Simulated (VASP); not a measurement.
Set up this calculation in VASP 6.6.1, as the native input.

```yaml
Task: single point
Functional: PBE
Potentials_or_basis: VASP PAW PBE potentials, release 64 (Al)
Cutoff: 520 eV
k_mesh: 14 × 14 × 14
Occupations: fermi-dirac, width 0.05 eV
Spin: no spin polarisation
Dipole_correction: no
Further_INCAR_settings: ALGO = Normal; EDIFF = 1e-06; NBANDS = 8
```

The structure of Al lies in POSCAR:

```
Al
1.0
    0.0000000000      2.0373842317      2.0373842317
    2.0373842317      0.0000000000      2.0373842317
    2.0373842317      2.0373842317      0.0000000000
Al
1
Direct
    0.0000000000      0.0000000000      0.0000000000
```

This cell differs from its parent crystal: volume scaled by 1.02.

One way to write it, as run:

INCAR

```
PREC = Accurate
ENCUT = 520
EDIFF = 1E-6
ISMEAR = -1
SIGMA = 0.05
LREAL = F
LASPH = T
NELM = 100
ALGO = Normal
ISIF = 2
LWAVE = F
LCHARG = F
GGA = PE
NBANDS = 8
```

KPOINTS

```
regular mesh
0
Gamma
  14 14 14
```

Potentials or basis: VASP PAW PBE potentials, release 64 (Al).

Command:

```console
$ cat potpaw_PBE.64/Al/POTCAR > POTCAR
$ mpirun -np 1 vasp_std > vasp.out
```

Results of the run:

```yaml
Pressure: -2.1 GPa
```

It used 5.6 s of CPU time on 1 thread of Intel Xeon 6975P-C, on a shared host.
